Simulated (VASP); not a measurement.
# Ta3N (P-6m2) in VASP: notebook

Runs on Ta3N. Level: PBE. Tasks: single point, relaxation of cell and atoms.

Program: VASP 6.6.1. These are calculated values, not measurements. Logs are shortened: lines on timing, memory, paths and dates and some standing lists are left out, and cuts for length are marked.

**1. The cell of the first run**

The structure is hexagonal, space group P-6m2 (No. 187). The conventional cell has a = 5.621 Å, b = 5.621 Å, c = 2.855 Å, α = 90.00°, β = 90.00°, γ = 120.00°. Within 2.9 Å of Ta (site symmetry mm2) lie 2 N at 2.21 Å and 4 Ta at 2.70 to 2.86 Å. N (site symmetry -6m2) has 6 Ta at 2.21 Å and 2 N at 2.86 Å within 2.9 Å.

**2. Single point, PBE**

Input file INCAR:

```
PREC = Accurate ; ENCUT = 520
EDIFF = 1E-7 ; ISMEAR = 0
SIGMA = 0.1 ; LREAL = F
LASPH = T ; NELM = 60
ALGO = Normal ; ISIF = 2
LWAVE = F ; LCHARG = T
GGA = PE ; LELF = T
LVHAR = T ; NBANDS = 27
```

Input file KPOINTS:

```
Automatic mesh
0
Gamma
  6 6 4
```

Input file POSCAR:

```
Ta3N
1.0
    5.6212528003      0.0000000042      0.0000000000
   -2.8106264038      4.8681477240      0.0000000000
    0.0000000000      0.0000000000      2.8550239253
Ta N
3 1
Direct
    0.4937300899      0.5062699101      0.4208778990
    0.4937300899      0.9874601697      0.4208778990
    0.0125398303      0.5062699101      0.4208778990
    0.6666666700      0.3333333300     -0.0791302269
```

Potentials or basis: VASP PAW PBE potentials, release 64 (Ta_pv, N).

Command:

```sh
cat potpaw_PBE.64/Ta_pv/POTCAR potpaw_PBE.64/N/POTCAR > POTCAR
mpirun -np 1 vasp_std > vasp.out
```

OUTCAR:

```text
PREC = Accurate
   ENCUT = 520
   EDIFF = 1E-7
   ISMEAR = 0
   LREAL = F
   LASPH = T
   NELM = 60
   ISIF = 2
   GGA = PE

 ion  position               nearest neighbor table
   1  0.494  0.506  0.421-   4 2.21   4 2.21   2 2.70   3 2.70   2 2.92   3 2.92
   2  0.494  0.987  0.421-   4 2.21   4 2.21   3 2.70   1 2.70   3 2.92   1 2.92
   3  0.013  0.506  0.421-   4 2.21   4 2.21   2 2.70   1 2.70   2 2.92   1 2.92
   4  0.667  0.333  0.921-   1 2.21   2 2.21   3 2.21   1 2.21   2 2.21   3 2.21

  LATTYP: Found a hexagonal cell.
 ALAT       =     5.6212528003
 C/A-ratio  =     0.5078981549

  Lattice vectors:

 A1 = (   5.6212528003,   0.0000000042,   0.0000000000)
 A2 = (  -2.8106264038,   4.8681477240,   0.0000000000)
 A3 = (   0.0000000000,   0.0000000000,   2.8550239253)

Analysis of symmetry for initial positions (statically):
=====================================================================
 Subroutine PRICEL returns:
 Original cell was already a primitive cell.

 Routine SETGRP: Setting up the symmetry group for a
 hexagonal supercell.

 Subroutine GETGRP returns: Found  6 space group operations
 (whereof  6 operations were pure point group operations)
 out of a pool of 24 trial point group operations.

The static configuration has the point symmetry C_3v.

Analysis of symmetry for dynamics (positions and initial velocities):
=====================================================================
 Subroutine PRICEL returns:
 Original cell was already a primitive cell.

 Routine SETGRP: Setting up the symmetry group for a
 hexagonal supercell.

 Subroutine GETGRP returns: Found  6 space group operations
 (whereof  6 operations were pure point group operations)
 out of a pool of 24 trial point group operations.

The dynamic configuration has the point symmetry C_3v.

 Subroutine INISYM returns: Found  6 space group operations
 (whereof  6 operations are pure point group operations),
 and found     1 'primitive' translations

----------------------------------------------------------------------------------------

                                     Primitive cell

  volume of cell :      78.1280

  direct lattice vectors                    reciprocal lattice vectors
     5.621252800  0.000000004  0.000000000     0.177896287  0.102708469  0.000000000
    -2.810626404  4.868147724  0.000000000    -0.000000000  0.205416938  0.000000000
     0.000000000  0.000000000  2.855023925     0.000000000  0.000000000  0.350259762

  length of vectors
     5.621252800  5.621252800  2.855023925     0.205416938  0.205416938  0.350259762

  position of ions in fractional coordinates (direct lattice)
     0.493730090  0.506269910  0.420877899
     0.493730090  0.987460170  0.420877899
     0.012539830  0.506269910  0.420877899
     0.666666670  0.333333330  0.920869773

  ion indices of the primitive-cell ions
   primitive index   ion index
                 1           1
                 2           2
                 3           3
                 4           4

----------------------------------------------------------------------------------------

 KPOINTS: Automatic mesh

Automatic generation of k-mesh.
 Grid dimensions read from file:
 generate k-points for:    6    6    4

 Generating k-lattice:

  Cartesian coordinates                     Fractional coordinates (reciprocal lattice)
     0.029649381  0.017118078  0.000000000     0.166666667  0.000000000  0.000000000
    -0.000000000  0.034236156  0.000000000    -0.000000000  0.166666667  0.000000000
     0.000000000  0.000000000  0.087564940     0.000000000  0.000000000  0.250000000

  Length of vectors
     0.034236156  0.034236156  0.087564940

  Shift w.r.t. Gamma in fractional coordinates (k-lattice)
     0.000000000  0.000000000  0.000000000

 Subroutine IBZKPT returns following result:
 ===========================================

 Found     24 irreducible k-points:

 Following reciprocal coordinates:
            Coordinates               Weight
  0.000000  0.000000  0.000000      1.000000
  0.166667  0.000000  0.000000      6.000000
  0.333333  0.000000  0.000000      6.000000
  0.500000  0.000000  0.000000      3.000000
  0.166667  0.166667  0.000000      6.000000
  0.333333  0.166667  0.000000     12.000000
[... 16 lines left out ...]
  0.333333  0.166667  0.500000     12.000000
  0.333333  0.333333  0.500000      2.000000
   k-points           NKPTS =     24   k-points in BZ     NKDIM =     24   number of bands    NBANDS=     27
   number of dos      NEDOS =    301   number of ions     NIONS =      4
   total plane-waves  NPLWV =  42336
   dimension x,y,z NGX =    42 NGY =   42 NGZ =   24
   dimension x,y,z NGXF=    84 NGYF=   84 NGZF=   48
   ions per type =               3   1
   NGX,Y,Z   is equivalent  to a cutoff of  12.42, 12.42, 13.98 a.u.
   NGXF,Y,Z  is equivalent  to a cutoff of  24.84, 24.84, 27.95 a.u.
 SYSTEM =  unknown system
[... 61 lines left out ...]
 cond. band min:       3.6617465093   @ k =   0.1667   0.0000   0.0000
 fundamental gap:      0.0938047587
 Fermi energy:         3.6550763561

 k-point     1 :       0.0000    0.0000    0.0000
  band No.  band energies     occupation
      1     -31.4317      2.00000
      2     -30.9105      2.00000
      3     -30.9105      2.00000
      4     -30.3107      2.00000
      5     -30.2746      2.00000
      6     -30.1607      2.00000
[... 19 lines left out ...]
     26       8.1200      0.00000
     27       8.4124      0.00000

 k-point     2 :       0.1667    0.0000    0.0000
  band No.  band energies     occupation
      1     -31.3695      2.00000
      2     -30.9020      2.00000
      3     -30.8705      2.00000
      4     -30.3039      2.00000
      5     -30.3024      2.00000
      6     -30.1693      2.00000
[... 19 lines left out ...]
     26       8.1190      0.00000
     27       8.4939      0.00000

 k-point     3 :       0.3333    0.0000    0.0000
  band No.  band energies     occupation
      1     -31.2252      2.00000
      2     -30.8579      2.00000
      3     -30.7654      2.00000
      4     -30.3949      2.00000
      5     -30.3590      2.00000
      6     -30.2812      2.00000
[... 19 lines left out ...]
     26       7.9386      0.00000
     27       7.9688      0.00000

 k-point     4 :       0.5000    0.0000    0.0000
  band No.  band energies     occupation
      1     -31.1446      2.00000
      2     -30.7679      2.00000
      3     -30.6767      2.00000
      4     -30.5439      2.00000
      5     -30.4798      2.00000
      6     -30.2651      2.00000
[... 19 lines left out ...]
     26       7.4408      0.00000
     27       7.8089      0.00000

 k-point     5 :       0.1667    0.1667    0.0000
  band No.  band energies     occupation
      1     -31.2604      2.00000
      2     -30.8889      2.00000
      3     -30.7905      2.00000
      4     -30.3850      2.00000
      5     -30.2873      2.00000
      6     -30.2545      2.00000
[... 19 lines left out ...]
     26       8.1272      0.00000
     27       8.2849      0.00000

 k-point     6 :       0.3333    0.1667    0.0000
  band No.  band energies     occupation
      1     -31.1166      2.00000
      2     -30.8407      2.00000
      3     -30.7071      2.00000
      4     -30.5177      2.00000
      5     -30.3888      2.00000
      6     -30.2651      2.00000
[... 444 lines left out ...]
      1     -31.1171      2.00000
      2     -31.0389      2.00000
      3     -31.0083      2.00000
      4     -30.9599      2.00000
      5     -30.6704      2.00000
      6     -30.5882      2.00000
[... 19 lines left out ...]
     26       8.7940      0.00000
     27       9.5472      0.00000

 k-point    22 :       0.1667    0.1667    0.5000
  band No.  band energies     occupation
      1     -31.1555      2.00000
      2     -31.1083      2.00000
      3     -30.9995      2.00000
      4     -30.9599      2.00000
      5     -30.7838      2.00000
      6     -30.6930      2.00000
[... 19 lines left out ...]
     26       8.4733      0.00000
     27       8.7176      0.00000

 k-point    23 :       0.3333    0.1667    0.5000
  band No.  band energies     occupation
      1     -31.1172      2.00000
      2     -31.0388      2.00000
      3     -30.9808      2.00000
      4     -30.9600      2.00000
      5     -30.7335      2.00000
      6     -30.6149      2.00000
[... 19 lines left out ...]
     26       8.8279      0.00000
     27       9.1724      0.00000

 k-point    24 :       0.3333    0.3333    0.5000
  band No.  band energies     occupation
      1     -31.0830      2.00000
      2     -31.0733      2.00000
      3     -30.9601      2.00000
      4     -30.8762      2.00000
      5     -30.7455      2.00000
      6     -30.6834      2.00000
[... 19 lines left out ...]
     26       8.6432      0.00000
     27       8.9621      0.00000

------------------------ aborting loop because EDIFF is reached ----------------------------------------

  FORCE on cell =-STRESS in cart. coord.  units (eV):
  Direction    XX          YY          ZZ          XY          YZ          ZX
  --------------------------------------------------------------------------------------
  -------------------------------------------------------------------------------------
  Total        0.1414867      0.1414867      0.1391549     -0.0000000     -0.0000000      0.0000000
  in kB        2.9014802      2.9014802      2.8536611     -0.0000000     -0.0000000      0.0000000
  external PRESSURE =       2.8855405 kB  Pullay stress =       0.0000000 kB

 VOLUME and BASIS-vectors are now :
 -----------------------------------------------------------------------------
  energy-cutoff  :      520.00
  volume of cell :       78.13
      direct lattice vectors                 reciprocal lattice vectors
     5.621252800  0.000000004  0.000000000     0.177896287  0.102708469  0.000000000
    -2.810626404  4.868147724  0.000000000    -0.000000000  0.205416938  0.000000000
     0.000000000  0.000000000  2.855023925     0.000000000  0.000000000  0.350259762

 POSITION                                       TOTAL-FORCE (eV/Angst)
 -----------------------------------------------------------------------------------
      1.35245      2.46460      1.20162        -0.040274      0.023252     -0.000110
      0.00000      4.80710      1.20162         0.000000     -0.046504     -0.000110
     -1.35245      2.46460      1.20162         0.040274      0.023252     -0.000110
      2.81063      1.62272      2.62911        -0.000000      0.000000      0.000329
 -----------------------------------------------------------------------------------
    total drift:                               -0.000049      0.000028      0.000604

  FREE ENERGIE OF THE ION-ELECTRON SYSTEM (eV)
  ---------------------------------------------------
  free  energy   TOTEN  =       -41.3182811767 eV

  energy  without entropy=      -41.2964741981  energy(sigma->0) =      -41.30737769
```

It took 54 s on 1 thread of AMD EPYC 9R45 (Zen 5), shared host; peak memory 0.18 GiB.

What came out:

| Property | Result |
| --- | --- |
| Free energy | -41.3183 eV |
| Pressure | 0.3 GPa |
| Largest force | 0.047 eV/Å |
| Band gap on the k mesh | zero (band 19 reaches 4.33 eV, above the bottom of band 20 at 2.86 eV) |

Forces in eV/Å, atoms in the order of the input:
```
Ta  -0.040  0.023  0.000
Ta   0.000 -0.047  0.000
Ta   0.040  0.023  0.000
N    0.000  0.000  0.000
```

Levels at points of the mesh, in eV from the Fermi level:
```
           k point  band 17  band 18  band 19  band 20  band 21  band 22
(0.00, 0.00, 0.00)    -1.80    -1.80     0.20     0.20     2.54     2.54
(0.50, 0.00, 0.00)    -1.36    -0.94    -0.92    -0.34     1.16     1.88
(0.00, 0.00, 0.50)    -1.36    -0.69    -0.69     1.19     1.85     3.73
(0.50, 0.00, 0.50)    -0.61    -0.22     0.68     1.02     1.11     1.13
```

Caveat: the k points lie up to 0.55 Å⁻¹ apart; spin-orbit coupling is left out, which moves the levels of the heavy elements.

**3. Single point, PBE**

Input file INCAR:

```
PREC = Accurate
ENCUT = 520
EDIFF = 1E-6
ISMEAR = 0
SIGMA = 0.1
LREAL = F
LASPH = T
NELM = 100
ALGO = Normal
ISIF = 2
LWAVE = F
LCHARG = F
GGA = PE
NBANDS = 27
```

Input file KPOINTS:

```
regular mesh
0
Gamma
  6 6 6
```

Input file POSCAR:

```
Ta3N
1.0
    5.6753364985      0.0000000000      0.0000000000
   -2.8376682492      4.9149855828      0.0000000000
    0.0000000000      0.0000000000      2.8001079016
Ta N
3 1
Direct
    0.4941975448      0.5058024552      0.0000000000
    0.4941975448      0.9883950897      0.0000000000
    0.0116049103      0.5058024552      0.0000000000
    0.6666666667      0.3333333333      0.5000000000
```

Potentials or basis: VASP PAW PBE potentials, release 64 (Ta_pv, N).

Command:

```sh
cat potpaw_PBE.64/Ta_pv/POTCAR potpaw_PBE.64/N/POTCAR > POTCAR
mpirun -np 1 vasp_std > vasp.out
```

It took 51 s on 1 thread of AMD EPYC 9R45 (Zen 5), shared host; peak memory 0.18 GiB.

The run converged. Its results:

- Free energy: -41.4169 eV
- Pressure: 0.2 GPa
- Largest force: 0.036 eV/Å
- Band gap on the k mesh: zero (band 19 reaches 4.43 eV, above the bottom of band 20 at 2.81 eV)

Forces in eV/Å, atoms in the order of the input:
```
Ta  -0.031  0.018  0.000
Ta   0.000 -0.036  0.000
Ta   0.031  0.018  0.000
N    0.000  0.000  0.000
```

Stress tensor (GPa, compression positive):
```
0.20 0.00 0.00
0.00 0.20 0.00
0.00 0.00 0.28
```

Levels at points of the mesh, in eV from the Fermi level:
| k point | band 17 | band 18 | band 19 | band 20 | band 21 | band 22 |
| --- | --- | --- | --- | --- | --- | --- |
| (0.00, 0.00, 0.00) | -1.71 | -1.71 | 0.18 | 0.18 | 2.99 | 2.99 |
| (0.50, 0.00, 0.00) | -1.27 | -0.96 | -0.91 | -0.32 | 1.20 | 1.83 |
| (0.00, 0.00, 0.50) | -1.09 | -0.63 | -0.63 | 1.35 | 1.77 | 3.78 |
| (0.50, 0.00, 0.50) | -0.43 | -0.07 | 0.90 | 1.05 | 1.17 | 1.29 |

Caveat: the k points lie up to 0.37 Å⁻¹ apart; spin-orbit coupling is left out, which moves the levels of the heavy elements.

**4. Relaxation of cell and atoms, PBE**

Input file INCAR:

```
PREC = Accurate
ENCUT = 600
EDIFF = 1E-6
ISMEAR = 0
SIGMA = 0.1
LREAL = F
LASPH = T
NELM = 60
ALGO = Normal
ISIF = 3
LWAVE = F
LCHARG = F
GGA = PE
IBRION = 2
NSW = 90
EDIFFG = -0.04
```

Input file KPOINTS:

```
Automatic mesh
0
Gamma
  6 6 6
```

Input file POSCAR:

```
Ta3N
1.0
    5.6212528003      0.0000000000      0.0000000000
   -2.8106264001      4.8681477261      0.0000000000
    0.0000000000      0.0000000000      2.8550239253
Ta N
3 1
Direct
    0.4937300865      0.5062699135      0.0000000000
    0.4937300865      0.9874601730      0.0000000000
    0.0125398270      0.5062699135      0.0000000000
    0.6666666667      0.3333333333      0.5000000000
```

Command:

```sh
cat potpaw_PBE.64/Ta_pv/POTCAR potpaw_PBE.64/N/POTCAR > POTCAR
mpirun -np 1 vasp_std > vasp.out
```

It took 3.6 min on 1 thread of AMD EPYC 9R45 (Zen 5), shared host; peak memory 0.22 GiB.

Results (log left out):

- Free energy: -41.4195 eV
- Relaxed volume: 19.54 Å³/atom
- Relaxed cell: a = 5.677 Å, b = 5.677 Å, c = 2.801 Å, α = 90.00°, β = 90.00°, γ = 120.00°
- Space group after relaxing (to 0.05 Å): P-6m2 (No. 187)
- Energy gained by relaxing: 7.4 meV/atom
- Ionic steps: 6
- Pressure after relaxing: 0.0 GPa
- Largest force after relaxing: 0.020 eV/Å
- Band gap on the k mesh: zero (band 19 reaches 4.42 eV, above the bottom of band 20 at 2.80 eV)

Forces on the atoms (eV/Å):
```
Ta   0.017 -0.010  0.000
Ta   0.000  0.020  0.000
Ta  -0.017 -0.010  0.000
N    0.000  0.000  0.000
```

The path:
```
step  energy change (eV)  largest force (eV/Å)  pressure (GPa)  volume (Å³)
   1              0.0000                0.2008           -0.38        78.13
   2             -0.0234                0.2420            1.51        77.57
   3             -0.0269                0.1375            0.97        77.71
   4             -0.0262                0.0397           -1.21        78.88
   5             -0.0293                0.0526           -0.08        78.25
   6             -0.0295                0.0195            0.04        78.18
```

Final structure:
```xyz
4
Lattice="5.6768 0.0000 0.0000 -2.8384 4.9163 0.0000 0.0000 0.0000 2.8011" Properties=species:S:1:pos:R:3 pbc="T T T"
Ta    1.3684    2.4875    0.0000
Ta    0.0000    4.8576    0.0000
Ta   -1.3684    2.4875    0.0000
N     2.8384    1.6388    1.4006
```

Levels at points of the mesh, in eV from the Fermi level:
```tsv
k point	band 17	band 18	band 19	band 20	band 21	band 22
(0.00, 0.00, 0.00)	-1.70	-1.70	0.18	0.18	2.98	2.98
(0.50, 0.00, 0.00)	-1.27	-0.96	-0.91	-0.32	1.20	1.83
(0.00, 0.00, 0.50)	-1.09	-0.63	-0.63	1.34	1.77	3.77
(0.50, 0.00, 0.50)	-0.44	-0.08	0.89	1.05	1.16	1.29
```

Caveat: the k points lie up to 0.37 Å⁻¹ apart in the final cell; spin-orbit coupling is left out, which moves the levels of the heavy elements.

**5. Single point, PBE**

Input file INCAR:

```
SYSTEM = Ta3N
PREC = Accurate
ENCUT = 520
EDIFF = 1E-7
ISMEAR = 0
SIGMA = 0.1
LREAL = .FALSE.
LASPH = .TRUE.
NELM = 60
ALGO = Normal
ISIF = 2
LWAVE = .FALSE.
LCHARG = .TRUE.
GGA = PE
LELF = .TRUE.
LVHAR = .TRUE.
NBANDS = 27
```

Input file KPOINTS:

```
Automatic mesh
0
G
  12 12 16
  0 0 0
```

Input file POSCAR:

```
Ta3N
1.0
    5.6745822586      0.0000000000      0.0000000000
   -2.8372911293      4.9143323918      0.0000000000
    0.0000000000      0.0000000000      2.8021235729
Ta N
3 1
Direct
    0.4936602125      0.5063397875      0.0000000000
    0.4936602125      0.9873204250      0.0000000000
    0.0126795750      0.5063397875      0.0000000000
    0.6666666667      0.3333333333      0.5000000000
```

Command:

```sh
cat potpaw_PBE.64/Ta_pv/POTCAR potpaw_PBE.64/N/POTCAR > POTCAR
mpirun -np 1 vasp_std > vasp.out
```

It took 6.3 min on 1 thread of AMD EPYC 9R45 (Zen 5), shared host; peak memory 0.39 GiB.

Results (log left out):

```yaml
Free_energy: -41.4331 eV
Pressure: 0.2 GPa
Largest_force: 0.036 eV/Å
Band_gap_on_the_k_mesh: zero (band 19 reaches 4.41 eV, above the bottom of band 20 at 2.79 eV)
```

Forces in eV/Å, atoms in the order of the input:
```
Ta  -0.031  0.018  0.000
Ta   0.000 -0.036  0.000
Ta   0.031  0.018  0.000
N    0.000  0.000  0.000
```

Stress tensor (GPa, compression positive):
```
0.18 0.00 0.00
0.00 0.18 0.00
0.00 0.00 0.29
```

Levels at points of the mesh, in eV from the Fermi level:
```csv
k point,band 17,band 18,band 19,band 20,band 21,band 22
"(0.00, 0.00, 0.00)",-1.75,-1.75,0.14,0.14,2.93,2.93
"(0.50, 0.00, 0.00)",-1.32,-1.00,-0.96,-0.36,1.17,1.80
"(0.00, 0.00, 0.50)",-1.13,-0.68,-0.68,1.33,1.72,3.74
"(0.50, 0.00, 0.50)",-0.48,-0.11,0.84,1.01,1.12,1.26
```

Caveat: spin-orbit coupling is left out, which moves the levels of the heavy elements.

**6. Summary**

| task | cell | k mesh | cutoff (eV) | gap on the mesh (eV) | pressure (GPa) | largest force (eV/Å) |
| --- | --- | --- | --- | --- | --- | --- |
| single point | a = 5.621, b = 5.621, c = 2.855 Å, angles 90.0, 90.0, 120.0°, 4 atoms | 6 × 6 × 4 | 520 | none | 0.3 | 0.05 |
| single point | a = 5.675, b = 5.675, c = 2.800 Å, angles 90.0, 90.0, 120.0°, 4 atoms | 6 × 6 × 6 | 520 | none | 0.2 | 0.04 |
| relaxation of cell and atoms | relaxed from a = 5.621, b = 5.621, c = 2.855 Å, angles 90.0, 90.0, 120.0°, 4 atoms | 6 × 6 × 6 | 600 | none | 0.0 | 0.02 |
| single point | a = 5.675, b = 5.675, c = 2.802 Å, angles 90.0, 90.0, 120.0°, 4 atoms | 12 × 12 × 16 | 520 | none | 0.2 | 0.04 |

Alike in all rows: level PBE; potentials or basis VASP PAW PBE potentials, release 64 (Ta_pv, N); no spin polarisation; smearing gaussian 0.1 eV.

Caveats: some runs use coarse meshes; spin-orbit coupling is left out, which moves the levels of the heavy elements.

Total energies depend on the potentials used, so only differences within one code and one set of settings carry meaning.
